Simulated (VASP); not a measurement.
# ZnCd2Te2 in VASP: a series of runs

Runs on ZnCd2Te2. Level: LDA. Tasks: relaxation of the atoms.

All numbers are computed with VASP 6.6.1; they aren't measurements. Logs are shortened: lines on timing, memory, paths and dates and some standing lists are left out, and cuts for length are marked.

### Step 1. The cell of the first run

The cell holds a slab with vacuum, 5 atoms: a = 4.533 Å, b = 4.533 Å, c = 19.867 Å, α = 90.00°, β = 90.00°, γ = 120.00°.

### Step 2. Relaxation of the atoms, LDA

Contents of INCAR:

```
SYSTEM = ZnCd2Te2
ALGO = Fast
DIPOL = 0.5 0.5 0.364
EDIFF = 1E-6
EDIFFG = -0.025
ENCUT = 520
IBRION = 2
IDIPOL = 3
ISIF = 2
ISMEAR = 0
LASPH = .True.
LCHARG = .False.
LDIPOL = .True.
LREAL = .False.
LWAVE = .False.
NELM = 80
NSW = 36
PREC = Accurate
SIGMA = 0.05
```

Contents of KPOINTS:

```
k-points
0
Gamma
  6 6 1
  0 0 0
```

Contents of POSCAR:

```
ZnCd2Te2
1.0
    4.5325544674      0.0000000000      0.0000000000
   -2.2662772337      3.9253073128      0.0000000000
    0.0000000000      0.0000000000     19.8672286441
Te Cd Zn
2 2 1
Selective dynamics
Direct
    0.0000000000      0.0000000000      0.2013365866  F F F
    0.3333333333      0.6666666667      0.3964595968  F F F
    0.3333333333      0.6666666667      0.2479059306  F F F
    0.6666666667      0.3333333333      0.4211573136  F F F
    0.6666666667      1.2222222222      0.5541892724  F F T
```

Potentials or basis: VASP PAW LDA potentials, release 64 (Te, Cd, Zn).

The run is started by

```console
cat potpaw_LDA.64/Te/POTCAR potpaw_LDA.64/Cd/POTCAR potpaw_LDA.64/Zn/POTCAR > POTCAR
mpirun -np 1 vasp_std > vasp.out
```

OUTCAR:

```text
SYSTEM = ZnCd2Te2
   EDIFF = 1E-6
   EDIFFG = -0.025
   ENCUT = 520
   IBRION = 2
   ISIF = 2
   ISMEAR = 0
   LASPH = .True.
   LREAL = .False.
   NELM = 80
   NSW = 36
   PREC = Accurate

 ion  position               nearest neighbor table
   1  0.000  0.000  0.201-   3 2.78   3 2.78   3 2.78
   2  0.333  0.667  0.396-   4 2.66   4 2.66   4 2.66   3 2.95
   3  0.333  0.667  0.248-   1 2.78   1 2.78   1 2.78   2 2.95
   4  0.667  0.333  0.421-   2 2.66   2 2.66   2 2.66   5 2.69
   5  0.667  0.222  0.554-   4 2.69

  LATTYP: Found a hexagonal cell.
 ALAT       =     4.5325544674
 C/A-ratio  =     4.3832299837

  Lattice vectors:

 A1 = (   4.5325544674,   0.0000000000,   0.0000000000)
 A2 = (  -2.2662772337,   3.9253073128,   0.0000000000)
 A3 = (   0.0000000000,   0.0000000000,  19.8672286441)

Analysis of symmetry for initial positions (statically):
=====================================================================
 Subroutine PRICEL returns:
 Original cell was already a primitive cell.

 Routine SETGRP: Setting up the symmetry group for a
 hexagonal supercell.

 Subroutine GETGRP returns: Found  1 space group operations
 (whereof  1 operations were pure point group operations)
 out of a pool of 24 trial point group operations.

The static configuration has the point symmetry C_1 .

Analysis of symmetry for dynamics (positions and initial velocities):
=====================================================================
 Subroutine PRICEL returns:
 Original cell was already a primitive cell.

 Routine SETGRP: Setting up the symmetry group for a
 hexagonal supercell.

 Subroutine GETGRP returns: Found  1 space group operations
 (whereof  1 operations were pure point group operations)
 out of a pool of 24 trial point group operations.

The dynamic configuration has the point symmetry C_1 .

Analysis of constrained symmetry for selective dynamics:
=====================================================================
 Subroutine PRICEL returns:
 Original cell was already a primitive cell.

 Routine SETGRP: Setting up the symmetry group for a
 hexagonal supercell.

 Subroutine GETGRP returns: Found  1 space group operations
[... 114 lines left out ...]
   PSTRESS=    0.0 pullay stress
   NELECT =      48.0000    total number of electrons
   NUPDOWN=      -1.0000    fix difference up-down
   EMIN   =  10.00;   EMAX   =-10.00  energy-range for DOS
   EFERMI =   0.00;   METHOD = LEGACY
   ISMEAR =     0;   SIGMA  =   0.05  broadening in eV -4-tet -1-fermi 0-gaus
   EFERMI_NEDOS =   21; number of points for ismear=-14 and -15
   IALGO  =     68    algorithm
   IMIX   =      4    mixing-type and parameters
     AMIX     =   0.40;   BMIX     =  1.00
     AMIX_MAG =   1.60;   BMIX_MAG =  1.00
  volume/ion in A,a.u.               =      70.69       477.07
  Fermi-wavevector in a.u.,A,eV,Ry     =   0.841467  1.590143  9.633840  0.708067
  Thomas-Fermi vector in A             =   1.956017
   LORBIT       =      0    0 simple, 1 ext, 2 COOP (PROOUT), +10 PAW based schemes
   GGA     = CA    functional components
   LHFCALC =     F    Hartree Fock is set to
   AEXX    =    0.0000 exact exchange contribution
   IVDW    =     0    specifies the selected vdW correction
   LEPSILON=     F    determine dielectric tensor
   LRPA    =     F    only Hartree local field effects (RPA)
 conjugate gradient relaxation of ions
 non-spin polarized calculation
 RMM-DIIS sequential band-by-band and
 Gauss-broadening in eV      SIGMA  =   0.05
  energy-cutoff  :      520.00
  volume of cell :      353.47
 maximum number of plane-waves:      9583
 NGX is ok and might be reduce to    36
   NGX = 17   NGY = 17   NGZ = 73

--------------------------------------- Ionic step        1  -------------------------------------------

 number of electron      47.9999995 magnetization

 Free energy of the ion-electron system (eV)
  ---------------------------------------------------
  ext. energy  EPLUGINS =         0.00000000
  ---------------------------------------------------
  free energy    TOTEN  =       -11.44230370 eV

  energy without entropy =      -11.44073555  energy(sigma->0) =      -11.44151963

------------------------ aborting loop because EDIFF is reached ----------------------------------------

  FORCE on cell =-STRESS in cart. coord.  units (eV):
  Direction    XX          YY          ZZ          XY          YZ          ZX
  --------------------------------------------------------------------------------------
  -------------------------------------------------------------------------------------
  Total        0.6468917      0.9170456     -0.1228552      0.0856973      0.1695139     -0.0683982
  in kB        2.9321633      4.1566888     -0.5568651      0.3884399      0.7683550     -0.3100285
  external PRESSURE =       2.1773290 kB  Pullay stress =       0.0000000 kB
[... 65 lines left out ...]
--------------------------------------- Ionic step        3  -------------------------------------------

 number of electron      47.9999992 magnetization

 dipolmoment           0.000000      0.000000     -0.251165 electrons x Angstroem

 Free energy of the ion-electron system (eV)
  ---------------------------------------------------
  ext. energy  EPLUGINS =         0.00000000
  ---------------------------------------------------
  free energy    TOTEN  =       -11.44246242 eV

  energy without entropy =      -11.44089432  energy(sigma->0) =      -11.44167837

 E-fermi :  -1.2748     XC(G=0):  -4.8078

 val. band max:       -1.2749364482   @ k =   0.0000   0.0000   0.0000
 cond. band min:      -1.2745957981   @ k =   0.0000   0.0000   0.0000
 fundamental gap:      0.0003406501
 Fermi energy:        -1.2747714640

 k-point     1 :       0.0000    0.0000    0.0000
  band No.  band energies     occupation
      1     -14.1203      2.00000
      2     -11.9074      2.00000
      3     -11.3967      2.00000
      4     -11.3887      2.00000
      5     -11.0482      2.00000
      6     -11.0083      2.00000
[... 609 lines left out ...]
     27       0.1120      0.00000
     28       2.0767      0.00000

------------------------ aborting loop because EDIFF is reached ----------------------------------------

 vacuum level on the upper side and lower side of the slab       (xc-potential included)        -1.348         1.236

  FORCE on cell =-STRESS in cart. coord.  units (eV):
  Direction    XX          YY          ZZ          XY          YZ          ZX
  --------------------------------------------------------------------------------------
  -------------------------------------------------------------------------------------
  Total        0.6368606      0.9036326     -0.1666007      0.0852119      0.1728927     -0.0705179
  in kB        2.8866953      4.0958918     -0.7551503      0.3862396      0.7836702     -0.3196362
  external PRESSURE =       2.0758123 kB  Pullay stress =       0.0000000 kB
[... 20 lines left out ...]
  FREE ENERGIE OF THE ION-ELECTRON SYSTEM (eV)
  ---------------------------------------------------
  free  energy   TOTEN  =       -11.4424624228 eV

  energy  without entropy=      -11.4408943212  energy(sigma->0) =      -11.44167837

 reached required accuracy - stopping structural energy minimisation

 vacuum level on the upper side and lower side of the slab         1.878         4.548
```

Run time: 9.7 min. Hardware: 1 thread of AMD EPYC 9755, shared host; peak memory 0.45 GiB.

What came out:

| Quantity | Value |
| --- | --- |
| Free energy | -11.4425 eV |
| Energy gained by relaxing | 0.0 meV/atom |
| Ionic steps | 3 |
| Band gap on the k mesh | zero (filled and empty bands touch) |

Step by step:
| step | energy change (eV) | largest force on free atoms (eV/Å) | pressure (GPa) |
| --- | --- | --- | --- |
| 1 | 0.0000 | 0.0324 | 0.22 |
| 2 | 0.0000 | 0.0277 | 0.22 |
| 3 | -0.0002 | 0.0168 | 0.21 |

Final structure:
```xyz
5
Lattice="4.5326 0.0000 0.0000 -2.2663 3.9253 0.0000 0.0000 0.0000 19.8672" Properties=species:S:1:pos:R:3 pbc="T T T"
Te    0.0000    0.0000    4.0000
Te    0.0000    2.6169    7.8766
Cd    0.0000    2.6169    4.9252
Cd    2.2663    1.3084    8.3672
Zn    2.5181    0.8723   11.0165
```

Levels at points of the mesh, in eV from the Fermi level:
```
           k point  band 20  band 21  band 22  band 23  band 24  band 25  band 26  band 27  band 28
(0.00, 0.00, 0.00)    -1.91    -1.89    -1.38    -0.27     0.00     0.00     1.33     1.95     3.06
(0.50, 0.00, 0.00)    -3.36    -3.10    -2.45    -1.06    -0.85     0.35     0.65     1.55     2.69
(0.00, 0.50, 0.00)    -3.25    -3.07    -2.62    -1.06    -0.89     0.33     0.88     1.40     2.66
(0.50, 0.50, 0.00)    -3.39    -3.19    -2.31    -1.06    -0.83     0.13     0.66     1.77     2.73
```

Caveat: spin-orbit coupling is left out, which moves the levels of the heavy elements.

### Step 3. Relaxation of the atoms, LDA

Contents of INCAR:

```
PREC     = Accurate       # precision mode
ENCUT    = 520            # plane-wave cutoff, eV
EDIFF    = 1E-6           # SCF threshold, eV
ISMEAR   = 0              # smearing method
SIGMA    = 0.05           # smearing width, eV
LREAL    = F              # projectors in reciprocal space
LASPH    = T              # aspherical terms in the spheres
NELM     = 100            # most SCF steps
ALGO     = Fast           # electronic algorithm
ISIF     = 2              # what is computed and relaxed
LWAVE    = F              # write WAVECAR
LCHARG   = F              # write CHGCAR
LDIPOL   = T            
IDIPOL   = 3            
DIPOL    = 0.5 0.5 0.362
IBRION   = 2              # ionic algorithm
NSW      = 36             # ionic steps
EDIFFG   = -0.025         # ionic threshold
```

Contents of KPOINTS:

```
regular mesh
0
Gamma
  6 6 1
```

Changes to POSCAR since step 2:

```diff
@@ -13,2 +13,2 @@
     0.6666666667      0.3333333333      0.4211573136  F F F
-    0.6666666667      1.2222222222      0.5541892724  F F T
+    1.5555555556      0.5555555556      0.5415821879  F F T
```

Potentials or basis: VASP PAW LDA potentials, release 64 (Te, Cd, Zn).

The run is started by

```console
cat potpaw_LDA.64/Te/POTCAR potpaw_LDA.64/Cd/POTCAR potpaw_LDA.64/Zn/POTCAR > POTCAR
mpirun -np 1 vasp_std > vasp.out
```

Run time: 18 min. Hardware: 1 thread of Oxide Virtual Turin-like, shared host; peak memory 0.47 GiB.

The run converged. Its results:

```
Free energy               : -11.3458 eV
Energy gained by relaxing : 3.2 meV/atom
Ionic steps               : 6
Band gap on the k mesh    : zero (filled and empty bands touch)
```

The path:
| step | energy change (eV) | largest force on free atoms (eV/Å) | pressure (GPa) |
| --- | --- | --- | --- |
| 1 | 0.0000 | 0.2219 | 0.35 |
| 2 | -0.0023 | 0.1994 | 0.34 |
| 3 | -0.0079 | 0.1481 | 0.30 |
| 4 | -0.0145 | 0.0587 | 0.25 |
| 5 | -0.0131 | 0.0694 | 0.16 |
| 6 | -0.0159 | 0.0071 | 0.20 |

Final structure:
```
Te Cd Zn
1.0
     4.53255    0.00000    0.00000
    -2.26628    3.92531    0.00000
     0.00000    0.00000   19.86723
Te Cd Zn
2 2 1
Direct
  0.00000 0.00000 0.20134
  0.33333 0.66667 0.39646
  0.33333 0.66667 0.24791
  0.66667 0.33333 0.42116
  0.55556 0.55556 0.54993
```

Levels at points of the mesh, in eV from the Fermi level:
| k point | band 22 | band 23 | band 24 | band 25 | band 26 | band 27 |
| --- | --- | --- | --- | --- | --- | --- |
| (0.00, 0.00, 0.00) | -1.26 | -0.29 | 0.00 | 0.00 | 1.45 | 2.19 |
| (0.50, 0.00, 0.00) | -2.04 | -1.06 | -0.80 | 0.37 | 0.70 | 1.87 |
| (0.00, 0.50, 0.00) | -1.93 | -1.06 | -0.80 | 0.08 | 0.75 | 2.11 |
| (0.50, 0.50, 0.00) | -2.31 | -1.06 | -0.98 | 0.22 | 1.17 | 1.84 |

Caveat: spin-orbit coupling is left out, which moves the levels of the heavy elements.

### Step 4. Relaxation of the atoms, LDA

Contents of INCAR:

```
SYSTEM = ZnCd2Te2
ALGO = Fast
DIPOL = 0.5 0.5 0.356
EDIFF = 1E-6
EDIFFG = -0.025
ENCUT = 520
GGA = CA
IBRION = 2
IDIPOL = 3
ISIF = 2
ISMEAR = 0
LASPH = .True.
LCHARG = .False.
LDIPOL = .True.
LREAL = .False.
LWAVE = .False.
NELM = 100
NSW = 36
PREC = Accurate
SIGMA = 0.05
```

Contents of KPOINTS:

```
k-points
0
Gamma
  6 6 1
  0 0 0
```

Changes to POSCAR since step 3:

```diff
@@ -13,2 +13,2 @@
     0.6666666667      0.3333333333      0.4211573136  F F F
-    1.5555555556      0.5555555556      0.5415821879  F F T
+    0.6666666667      0.7777777778      0.5133950658  F F T
```

The run is started by

```console
cat potpaw_LDA.64/Te/POTCAR potpaw_LDA.64/Cd/POTCAR potpaw_LDA.64/Zn/POTCAR > POTCAR
mpirun -np 1 vasp_std > vasp.out
```

Wall time 31 min (1 thread of Oxide Virtual Turin-like, shared host); peak memory 0.46 GiB.

The run converged. Its results:

```yaml
Free_energy: -11.2722 eV
Energy_gained_by_relaxing: 58.6 meV/atom
Ionic_steps: 6
Band_gap_on_the_k_mesh: zero (filled and empty bands touch)
```

Step by step:
```
step  energy change (eV)  largest force on free atoms (eV/Å)  pressure (GPa)
   1              0.0000                              1.1227            0.84
   2             -0.0562                              0.9565            0.74
   3             -0.1784                              0.5713            0.49
   4             -0.2830                              0.1276            0.22
   5             -0.2912                              0.0530            0.17
   6             -0.2932                              0.0049            0.14
```

Final structure:
```
CELL_PARAMETERS angstrom
4.53255 0.00000 0.00000
-2.26628 3.92531 0.00000
0.00000 0.00000 19.86723
ATOMIC_POSITIONS crystal
Te 0.00000 0.00000 0.20134
Te 0.33333 0.66667 0.39646
Cd 0.33333 0.66667 0.24791
Cd 0.66667 0.33333 0.42116
Zn 0.66667 0.77778 0.54904
```

Levels at points of the mesh, in eV from the Fermi level:
```
           k point  band 22  band 23  band 24  band 25  band 26  band 27
(0.00, 0.00, 0.00)    -1.16    -0.20     0.00     0.00     1.53     2.40
(0.50, 0.00, 0.00)    -1.99    -1.05    -0.80     0.75     1.03     1.78
(0.00, 0.50, 0.00)    -1.62    -1.05    -0.95     0.05     1.02     2.46
(0.50, 0.50, 0.00)    -1.77    -1.05    -1.00     0.16     1.11     2.35
```

Caveat: spin-orbit coupling is left out, which moves the levels of the heavy elements.

### Step 5. Relaxation of the atoms, LDA

Contents of INCAR:

```
SYSTEM = ZnCd2Te2
PREC = Accurate
ENCUT = 520
EDIFF = 1E-6
ISMEAR = 0
SIGMA = 0.05
LREAL = .FALSE.
LASPH = .TRUE.
NELM = 80
ALGO = Fast
ISIF = 2
LWAVE = .FALSE.
LCHARG = .FALSE.
LDIPOL = .TRUE.
IDIPOL = 3
DIPOL = 0.5 0.5 0.365
GGA = CA
IBRION = 2
NSW = 36
EDIFFG = -0.025
```

Contents of KPOINTS:

```
Automatic mesh
0
G
  6 6 1
  0 0 0
```

Changes to POSCAR since step 4:

```diff
@@ -13,2 +13,2 @@
     0.6666666667      0.3333333333      0.4211573136  F F F
-    0.6666666667      0.7777777778      0.5133950658  F F T
+    1.1111111111      0.4444444444      0.5586677583  F F T
```

The run is started by

```console
cat potpaw_LDA.64/Te/POTCAR potpaw_LDA.64/Cd/POTCAR potpaw_LDA.64/Zn/POTCAR > POTCAR
mpirun -np 1 vasp_std > vasp.out
```

Run time: 5.1 min. Hardware: 1 thread of Oxide Virtual Turin-like, shared host; peak memory 0.45 GiB.

The run converged. Its results:

- Free energy: -11.2447 eV
- Band gap on the k mesh: zero (filled and empty bands touch)

Final structure:
```
CELL_PARAMETERS angstrom
4.53255 0.00000 0.00000
-2.26628 3.92531 0.00000
0.00000 0.00000 19.86723
ATOMIC_POSITIONS crystal
Te 0.00000 0.00000 0.20134
Te 0.33333 0.66667 0.39646
Cd 0.33333 0.66667 0.24791
Cd 0.66667 0.33333 0.42116
Zn 0.11111 0.44444 0.55867
```

Levels at points of the mesh, in eV from the Fermi level:
```tsv
k point	band 21	band 22	band 23	band 24	band 25	band 26	band 27	band 28
(0.00, 0.00, 0.00)	-1.91	-1.29	-0.24	0.00	0.00	1.46	2.26	3.50
(0.50, 0.00, 0.00)	-3.02	-1.92	-1.06	-1.00	0.18	1.10	2.17	2.56
(0.00, 0.50, 0.00)	-3.07	-1.93	-1.06	-0.81	0.53	0.83	1.87	2.82
(0.50, 0.50, 0.00)	-3.06	-1.74	-1.06	-0.88	0.08	0.92	2.29	2.69
```

Caveat: the relaxation stopped at its first step, so nothing moved; spin-orbit coupling is left out, which moves the levels of the heavy elements.

### Step 6. The runs side by side

| cell | gap on the mesh (eV) |
| --- | --- |
| atoms relaxed, atomic positions A | none |
| atoms relaxed, atomic positions B | none |
| atoms relaxed, atomic positions C | none |
| atoms relaxed, atomic positions D | none |

Alike in all rows: task relaxation of the atoms; level LDA; potentials or basis VASP PAW LDA potentials, release 64 (Te, Cd, Zn); no spin polarisation; k mesh 6 × 6 × 1; cutoff (eV) 520; smearing gaussian 0.05 eV.

Caveats: spin-orbit coupling is left out, which moves the levels of the heavy elements; the relaxation stopped at its first step, so nothing moved (at least some runs).

Absolute energies hang on the potentials; compare differences alone.
